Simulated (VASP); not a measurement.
# TiO2 in VASP: notebook

Runs on TiO2. Level: PBE+U. Tasks: single point.

Program: VASP 6.6.1. These are calculated values, not measurements. Logs are shortened: lines on timing, memory, paths and dates and some standing lists are left out, and cuts for length are marked.

**1. The cell of the first run**

The typed cell holds 6 atoms: a = 3.917 Å, b = 3.917 Å, c = 5.731 Å, α = 109.98°, β = 109.98°, γ = 90.00°.

**2. Single point, PBE+U (atoms shifted along a free coordinate)**

INCAR

```
PREC = Accurate
ENCUT = 520
EDIFF = 1E-6
ISMEAR = 0
SIGMA = 0.05
LREAL = F
LASPH = T
NELM = 150
ALGO = Normal
ISIF = 2
LWAVE = F
LCHARG = F
LMAXMIX = 4
LDAU = T
LDAUTYPE = 2
LDAUL = 2 -1
LDAUU = 4 0
LDAUJ = 0 0
LDAUPRINT = 1
GGA = PE
NBANDS = 33
```

KPOINTS

```
regular mesh
0
Gamma
  6 6 6
```

POSCAR

```
TiO2
1.0
    2.7694294151     -2.7695063740     -0.0206655901
    2.7694294151      2.7695063740     -0.0206655901
   -2.7318590789      0.0000000000      5.0374958942
Ti O
2 4
Direct
    0.1250069486      0.8749930514      0.2500000000
    0.8749930514      0.1250069486      0.7500000000
    0.3210199348      0.0710432101      0.6420495915
    0.6789800652      0.9289567899      0.3579504085
    0.9289567899      0.6789800652      0.8579504085
    0.0710432101      0.3210199348      0.1420495915
```

Potentials or basis: VASP PAW PBE potentials, release 64 (Ti_sv, O).

On the command line:

```bash
cat potpaw_PBE.64/Ti_sv/POTCAR potpaw_PBE.64/O/POTCAR > POTCAR
mpirun -np 1 vasp_std > vasp.out
```

OUTCAR:

```text
PREC = Accurate
   ENCUT = 520
   EDIFF = 1E-6
   ISMEAR = 0
   LREAL = F
   LASPH = T
   NELM = 150
   ISIF = 2
   GGA = PE

 ion  position               nearest neighbor table
   1  0.125  0.875  0.250-   3 1.97   5 1.97   4 2.03   6 2.03   4 2.03   6 2.03
   2  0.875  0.125  0.750-   4 1.97   6 1.97   5 2.03   3 2.03   5 2.03   3 2.03
   3  0.321  0.071  0.642-   1 1.97   2 2.03   2 2.03
   4  0.679  0.929  0.358-   2 1.97   1 2.03   1 2.03
   5  0.929  0.679  0.858-   1 1.97   2 2.03   2 2.03
   6  0.071  0.321  0.142-   2 1.97   1 2.03   1 2.03

  LATTYP: Found a base centered monoclinic cell.
 ALAT       =     5.5390130355
 B/A-ratio  =     0.9999999481
 C/A-ratio  =     1.0345830160
 COS(beta)  =    -0.4832630161

  Lattice vectors:

 A1 = (   2.7694294151,  -2.7695063740,  -0.0206655901)
 A2 = (   2.7694294151,   2.7695063740,  -0.0206655901)
 A3 = (  -2.7318590789,   0.0000000000,   5.0374958942)

Analysis of symmetry for initial positions (statically):
=====================================================================
 Subroutine PRICEL returns:
 Original cell was already a primitive cell.

 Routine SETGRP: Setting up the symmetry group for a
 base centered monoclinic supercell.

 Subroutine GETGRP returns: Found  4 space group operations
 (whereof  2 operations were pure point group operations)
 out of a pool of  4 trial point group operations.

The static configuration has the point symmetry S_2 .
 The point group associated with its full space group is C_2h.

Analysis of symmetry for dynamics (positions and initial velocities):
=====================================================================
 Subroutine PRICEL returns:
 Original cell was already a primitive cell.

 Routine SETGRP: Setting up the symmetry group for a
 base centered monoclinic supercell.

 Subroutine GETGRP returns: Found  4 space group operations
 (whereof  2 operations were pure point group operations)
 out of a pool of  4 trial point group operations.

The dynamic configuration has the point symmetry S_2 .
 The point group associated with its full space group is C_2h.

 Subroutine INISYM returns: Found  4 space group operations
 (whereof  2 operations are pure point group operations),
 and found     1 'primitive' translations

----------------------------------------------------------------------------------------

                                     Primitive cell

  volume of cell :      76.9620

  direct lattice vectors                    reciprocal lattice vectors
     2.769429415 -2.769506374 -0.020665590     0.181276175 -0.180537588  0.098306971
     2.769429415  2.769506374 -0.020665590     0.181276175  0.180537588  0.098306971
    -2.731859079  0.000000000  5.037495894     0.001487318  0.000000000  0.199317908

  length of vectors
     3.916673577  3.916673577  5.730568812     0.274078698  0.274078698  0.199323457

  position of ions in fractional coordinates (direct lattice)
     0.125006949  0.874993051  0.250000000
     0.874993051  0.125006949  0.750000000
     0.321019935  0.071043210  0.642049591
     0.678980065  0.928956790  0.357950409
     0.928956790  0.678980065  0.857950409
     0.071043210  0.321019935  0.142049591

  ion indices of the primitive-cell ions
   primitive index   ion index
                 1           1
                 2           2
                 3           3
                 4           4
                 5           5
                 6           6

[... 104 lines left out ...]
   LEPSILON=     F    determine dielectric tensor
   LRPA    =     F    only Hartree local field effects (RPA)
 non-spin polarized calculation
 Gauss-broadening in eV      SIGMA  =   0.05
  energy-cutoff  :      520.00
  volume of cell :       76.96
 maximum number of plane-waves:      2094
 NGX is ok and might be reduce to    30
   NGX = 15   NGY = 15   NGZ = 21

atom =   1  type =  1  l = 2

 onsite density matrix

spin component  1

  0.2179 -0.0009  0.0000 -0.0000  0.0000
 -0.0009  0.1007  0.0000 -0.0000  0.0000
  0.0000  0.0000  0.2569  0.0020  0.0000
 -0.0000 -0.0000  0.0020  0.1007  0.0001
  0.0000  0.0000  0.0000  0.0001  0.0880

spin component  2

  0.2179 -0.0009  0.0000 -0.0000  0.0000
 -0.0009  0.1007  0.0000 -0.0000  0.0000
  0.0000  0.0000  0.2569  0.0020  0.0000
 -0.0000 -0.0000  0.0020  0.1007  0.0001
  0.0000  0.0000  0.0000  0.0001  0.0880

 occupancies and eigenvectors

  o =  0.0880  v = -0.0000 -0.0000  0.0000 -0.0073  1.0000  0.0000  0.0000  0.0000  0.0000  0.0000      0.0000  0.0000  0.0000  0.0000  0.0000  0.0000  0.0000  0.0000  0.0000  0.0000
  o =  0.0880  v =  0.0000  0.0000  0.0000  0.0000  0.0000 -0.0000 -0.0000  0.0000 -0.0073  1.0000      0.0000  0.0000  0.0000  0.0000  0.0000  0.0000  0.0000  0.0000  0.0000  0.0000
  o =  0.1007  v =  0.0000  0.0000  0.0000  0.0000  0.0000  0.0074  1.0000 -0.0000  0.0000  0.0000      0.0000  0.0000  0.0000  0.0000  0.0000  0.0000  0.0000  0.0000  0.0000  0.0000
  o =  0.1007  v =  0.0074  1.0000 -0.0000  0.0000  0.0000  0.0000  0.0000  0.0000  0.0000  0.0000      0.0000  0.0000  0.0000  0.0000  0.0000  0.0000  0.0000  0.0000  0.0000  0.0000
  o =  0.1007  v =  0.0000  0.0000  0.0000  0.0000  0.0000  0.0000  0.0000  0.0130 -0.9999 -0.0073      0.0000  0.0000  0.0000  0.0000  0.0000  0.0000  0.0000  0.0000  0.0000  0.0000
  o =  0.1007  v =  0.0000  0.0000  0.0130 -0.9999 -0.0073  0.0000  0.0000  0.0000  0.0000  0.0000      0.0000  0.0000  0.0000  0.0000  0.0000  0.0000  0.0000  0.0000  0.0000  0.0000
  o =  0.2179  v = -1.0000  0.0074  0.0000  0.0000 -0.0000  0.0000  0.0000  0.0000  0.0000  0.0000      0.0000  0.0000  0.0000  0.0000  0.0000  0.0000  0.0000  0.0000  0.0000  0.0000
  o =  0.2179  v =  0.0000  0.0000  0.0000  0.0000  0.0000 -1.0000  0.0074  0.0000  0.0000 -0.0000      0.0000  0.0000  0.0000  0.0000  0.0000  0.0000  0.0000  0.0000  0.0000  0.0000
  o =  0.2570  v = -0.0000 -0.0000 -0.9999 -0.0130 -0.0000  0.0000  0.0000  0.0000  0.0000  0.0000      0.0000  0.0000  0.0000  0.0000  0.0000  0.0000  0.0000  0.0000  0.0000  0.0000
  o =  0.2570  v =  0.0000  0.0000  0.0000  0.0000  0.0000 -0.0000 -0.0000 -0.9999 -0.0130 -0.0000      0.0000  0.0000  0.0000  0.0000  0.0000  0.0000  0.0000  0.0000  0.0000  0.0000

atom =   2  type =  1  l = 2

 onsite density matrix

spin component  1

  0.2179 -0.0009  0.0000 -0.0000  0.0000
 -0.0009  0.1007  0.0000 -0.0000  0.0000
  0.0000  0.0000  0.2569  0.0020  0.0000
 -0.0000 -0.0000  0.0020  0.1007  0.0001
  0.0000  0.0000  0.0000  0.0001  0.0880

spin component  2

  0.2179 -0.0009  0.0000 -0.0000  0.0000
 -0.0009  0.1007  0.0000 -0.0000  0.0000
  0.0000  0.0000  0.2569  0.0020  0.0000
 -0.0000 -0.0000  0.0020  0.1007  0.0001
  0.0000  0.0000  0.0000  0.0001  0.0880

 occupancies and eigenvectors

  o =  0.0880  v = -0.0000 -0.0000  0.0000 -0.0073  1.0000  0.0000  0.0000  0.0000  0.0000  0.0000      0.0000  0.0000  0.0000  0.0000  0.0000  0.0000  0.0000  0.0000  0.0000  0.0000
  o =  0.0880  v =  0.0000  0.0000  0.0000  0.0000  0.0000 -0.0000 -0.0000  0.0000 -0.0073  1.0000      0.0000  0.0000  0.0000  0.0000  0.0000  0.0000  0.0000  0.0000  0.0000  0.0000
  o =  0.1007  v =  0.0000  0.0000  0.0000  0.0000  0.0000  0.0074  1.0000 -0.0000  0.0000  0.0000      0.0000  0.0000  0.0000  0.0000  0.0000  0.0000  0.0000  0.0000  0.0000  0.0000
  o =  0.1007  v =  0.0074  1.0000 -0.0000  0.0000  0.0000  0.0000  0.0000  0.0000  0.0000  0.0000      0.0000  0.0000  0.0000  0.0000  0.0000  0.0000  0.0000  0.0000  0.0000  0.0000
  o =  0.1007  v =  0.0000  0.0000  0.0000  0.0000  0.0000  0.0000  0.0000  0.0130 -0.9999 -0.0073      0.0000  0.0000  0.0000  0.0000  0.0000  0.0000  0.0000  0.0000  0.0000  0.0000
  o =  0.1007  v =  0.0000  0.0000  0.0130 -0.9999 -0.0073  0.0000  0.0000  0.0000  0.0000  0.0000      0.0000  0.0000  0.0000  0.0000  0.0000  0.0000  0.0000  0.0000  0.0000  0.0000
  o =  0.2179  v = -1.0000  0.0074  0.0000  0.0000 -0.0000  0.0000  0.0000  0.0000  0.0000  0.0000      0.0000  0.0000  0.0000  0.0000  0.0000  0.0000  0.0000  0.0000  0.0000  0.0000
  o =  0.2179  v =  0.0000  0.0000  0.0000  0.0000  0.0000 -1.0000  0.0074  0.0000  0.0000 -0.0000      0.0000  0.0000  0.0000  0.0000  0.0000  0.0000  0.0000  0.0000  0.0000  0.0000
  o =  0.2570  v = -0.0000 -0.0000 -0.9999 -0.0130 -0.0000  0.0000  0.0000  0.0000  0.0000  0.0000      0.0000  0.0000  0.0000  0.0000  0.0000  0.0000  0.0000  0.0000  0.0000  0.0000
  o =  0.2570  v =  0.0000  0.0000  0.0000  0.0000  0.0000 -0.0000 -0.0000 -0.9999 -0.0130 -0.0000      0.0000  0.0000  0.0000  0.0000  0.0000  0.0000  0.0000  0.0000  0.0000  0.0000

 number of electron      47.9999999 magnetization

 Free energy of the ion-electron system (eV)
  ---------------------------------------------------
  ext. energy  EPLUGINS =         0.00000000
  ---------------------------------------------------
  free energy    TOTEN  =       -48.24025638 eV

  energy without entropy =      -48.24025638  energy(sigma->0) =      -48.24025638

 E-fermi :   2.8776     XC(G=0): -10.0860

 val. band max:        2.5561500586   @ k =   0.0000   0.0000   0.5000
 cond. band min:       5.1628280994   @ k =   0.0000   0.0000   0.0000
 fundamental gap:      2.6066780408
 Fermi energy:         2.8776196306

 k-point     1 :       0.0000    0.0000    0.0000
  band No.  band energies     occupation
      1     -55.1513      2.00000
      2     -55.1189      2.00000
      3     -31.4313      2.00000
      4     -31.2908      2.00000
      5     -31.2908      2.00000
      6     -31.2482      2.00000
[... 853 lines left out ...]
     32       7.9621      0.00000
     33       8.1134      0.00000

 [... further k-points ...]
[... 5 lines left out ...]
  --------------------------------------------------------------------------------------
  -------------------------------------------------------------------------------------
  Total       -3.9463400     -3.9464390      0.6907537      0.0000000      0.0000000      0.0349357
  in kB      -82.1540048    -82.1560643     14.3799537      0.0000000      0.0000000      0.7272829
  external PRESSURE =     -49.9767051 kB  Pullay stress =       0.0000000 kB

 VOLUME and BASIS-vectors are now :
 -----------------------------------------------------------------------------
  energy-cutoff  :      520.00
  volume of cell :       76.96
      direct lattice vectors                 reciprocal lattice vectors
     2.769429415 -2.769506374 -0.020665590     0.181276175 -0.180537588  0.098306971
     2.769429415  2.769506374 -0.020665590     0.181276175  0.180537588  0.098306971
    -2.731859079  0.000000000  5.037495894     0.001487318  0.000000000  0.199317908

 POSITION                                       TOTAL-FORCE (eV/Angst)
 -----------------------------------------------------------------------------------
      2.08646      2.07709      1.23871        -0.000000     -0.000012      0.000000
      0.72054     -2.07709      3.75746        -0.000000      0.000012      0.000000
     -0.66820     -0.69231      3.22622         0.008890     -0.000058      1.145435
      3.47520      0.69231      1.76994        -0.008890      0.000058     -1.145435
      2.10927     -0.69231      4.28869        -0.008890     -0.000058     -1.145435
      0.69773      0.69231      0.70747         0.008890      0.000058      1.145435
 -----------------------------------------------------------------------------------
    total drift:                               -0.000000     -0.000000      0.000000

  FREE ENERGIE OF THE ION-ELECTRON SYSTEM (eV)
  ---------------------------------------------------
  free  energy   TOTEN  =       -48.2402563775 eV

  energy  without entropy=      -48.2402563775  energy(sigma->0) =      -48.24025638
```

It took 1.8 min on 1 thread of Intel Xeon 6975P-C (Granite Rapids), shared host; peak memory 0.27 GiB.

What came out:

```
Free energy            : -48.2403 eV
Pressure               : -5.0 GPa
Largest force          : 1.145 eV/Å
Band gap on the k mesh : 2.61 eV (least direct gap 2.79 eV)
```

Forces on the atoms (eV/Å):
```
Ti   0.000  0.000  0.000
Ti   0.000  0.000  0.000
O    0.009  0.000  1.145
O   -0.009  0.000 -1.145
O   -0.009  0.000 -1.145
O    0.009  0.000  1.145
```

Stress tensor (GPa, compression positive):
```
-8.22  0.00  0.07
 0.00 -8.22  0.00
 0.07  0.00  1.44
```

Levels at points of the mesh, in eV from the valence-band top:
```tsv
k point	band 21	band 22	band 23	band 24	band 25	band 26	band 27	band 28
(0.00, 0.00, 0.00)	-0.59	-0.59	-0.28	-0.28	2.61	3.21	4.35	4.35
(0.50, 0.00, 0.00)	-1.56	-0.70	-0.66	-0.61	3.38	3.64	3.65	3.76
(0.50, 0.50, 0.00)	-1.56	-1.56	-0.28	-0.28	3.39	3.39	3.77	3.77
(0.00, 0.00, 0.50)	-0.96	-0.96	0.00	0.00	2.90	2.90	3.99	3.99
(0.50, 0.00, 0.50)	-1.56	-0.70	-0.66	-0.61	3.39	3.64	3.65	3.76
(0.50, 0.50, 0.50)	-1.56	-1.56	-0.28	-0.28	3.39	3.39	3.77	3.77
```

Eigenvalues of the final occupation matrices:
| site | spin | trace | eigenvalues |
| --- | --- | --- | --- |
| site 1 d | 1 | 0.76 | 0.09 0.10 0.10 0.22 0.26 |
| site 1 d | 2 | 0.76 | 0.09 0.10 0.10 0.22 0.26 |
| site 2 d | 1 | 0.76 | 0.09 0.10 0.10 0.22 0.26 |
| site 2 d | 2 | 0.76 | 0.09 0.10 0.10 0.22 0.26 |

Caveat: the cell differs from its parent crystal (atoms shifted along a free coordinate); the stress differs along the axes, from -8 to 1 GPa; forces of over 1 eV/Å act on the atoms, so gaps and moduli don't describe the material at rest. A k mesh can miss the band edges.

(Part 1 of 2 ends here.)
